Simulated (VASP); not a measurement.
**Ni: single point with revPBE**

Crystal: Ni.

```xyz
4
Lattice="2.3967 0.0000 0.0000 -1.1984 2.0756 0.0000 0.0000 0.0000 7.8527" Properties=species:S:1:pos:R:3 pbc="T T T"
Ni    0.0000    0.0000    0.0000
Ni    0.0000    0.0000    3.9264
Ni    0.0000    1.3838    1.9632
Ni    1.1984    0.6919    5.8895
```

This isn't the form of Ni at room conditions, which is fcc.

| Item | Value |
| --- | --- |
| Program | VASP 6.6.1 |
| Task | single point |
| Functional | revPBE |
| Potentials or basis | VASP PAW PBE potentials, release 64 (Ni) |
| Cutoff | 520 eV |
| k mesh | 16 × 16 × 5 |
| Occupations | fermi-dirac, width 0.1 eV |
| Spin | no spin polarisation |

- Pressure: 32.3 GPa
- Band gap on the k mesh: zero (bands 20 and 21 overlap by 0.67 eV)

Stress tensor (GPa, compression positive):
```
32.32  0.00  0.00
 0.00 32.32  0.00
 0.00  0.00 32.21
```

Levels at points of the mesh, in eV from the Fermi level:
```csv
k point,band 18,band 19,band 20,band 21,band 22,band 23
"(0.00, 0.00, 0.00)",-0.79,-0.79,-0.52,-0.52,-0.42,-0.10
"(0.50, 0.00, 0.00)",0.11,0.11,0.13,0.29,1.45,2.89
```

Run time: 3.5 min on 1 thread of AMD EPYC 7R13, with other jobs on the host, peak memory 0.17 GiB.

Caveat: the cell stands under pressure; the PAW data sets were made with another functional, which shifts forces and pressure a little; the run has no spin polarisation, though such a crystal can be magnetic. Spin polarisation is off, so any magnetic state and its effect on volume and gap are missing.
